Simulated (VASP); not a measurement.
Here is a VASP 6.6.1 calculation.

INCAR

```
SYSTEM = SiNi
PREC = Accurate
ENCUT = 520
EDIFF = 1E-6
ISMEAR = -1
SIGMA = 0.08
LREAL = .False.
LASPH = .True.
NELM = 80
ALGO = Normal
ISIF = 2
LWAVE = .False.
LCHARG = .False.
GGA = PE
NBANDS = 22
```

The input KPOINTS:

```
Automatic mesh
0
Gamma
  12 12 7
  0 0 0
```

POSCAR

```
SiNi
1.0
    3.2383954686      0.0000000000      0.0000000000
   -1.6191977343      2.8045327432      0.0000000000
    0.0000000000      0.0000000000      4.5265859383
Ni Si
2 2
Direct
    0.0000000000      0.0000000000      0.0000000000
    0.0000000000      0.0000000000      0.5000000000
    0.3333333333      0.6666666667      0.2500000000
    0.6666666667      0.3333333333      0.7500000000
```

Potentials or basis: VASP PAW PBE potentials, release 64 (Ni, Si).

Command:

```sh
$ cat potpaw_PBE.64/Ni/POTCAR potpaw_PBE.64/Si/POTCAR > POTCAR
$ mpirun -np 1 vasp_std > vasp.out
```

(1) Estimate the pressure.

(2) What does it give for the band gap on the k mesh?

Results:

(1) 60.6 GPa.

(2) zero (band 14 reaches 16.80 eV, above the bottom of band 15 at 11.12 eV).
